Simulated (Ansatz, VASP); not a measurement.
## Two plane-wave programs on Na

```xyz
4
Lattice="3.7746 0.0000 0.0000 -1.8873 3.2689 0.0000 0.0000 0.0000 12.0075" Properties=species:S:1:pos:R:3 pbc="T T T"
Na    0.0000    0.0000    0.0000
Na    0.0000    0.0000    6.0037
Na    0.0000    2.1793    3.0019
Na    1.8873    1.0896    9.0056
```

Alike in both runs: functional PBE; k mesh 8 × 8 × 5; occupations fermi-dirac, width 0.1 eV; no spin polarisation.

Ansatz relaxed the structure, and its values are those at the end. VASP's run is a single point on that final structure, the one shown.

|  | VASP | Ansatz |
| --- | --- | --- |
| version | VASP 6.6.1 | Ansatz 0.2.0 |
| potentials or method | VASP PAW PBE potentials, release 64 (Na_pv) | PAW with Ansatz's default frozen-core files, scalar-relativistic |
| plane-wave cutoff (eV) | 520 | 420 |
| valence electrons in the cell | 28 | 36 |

```tsv
	VASP	Ansatz	Ansatz less VASP
pressure (GPa)	0.0	0.0	0.00
```

VASP's potentials hold 28 valence electrons a cell and Ansatz's 36, so a difference there can come from the potentials and not from the codes.
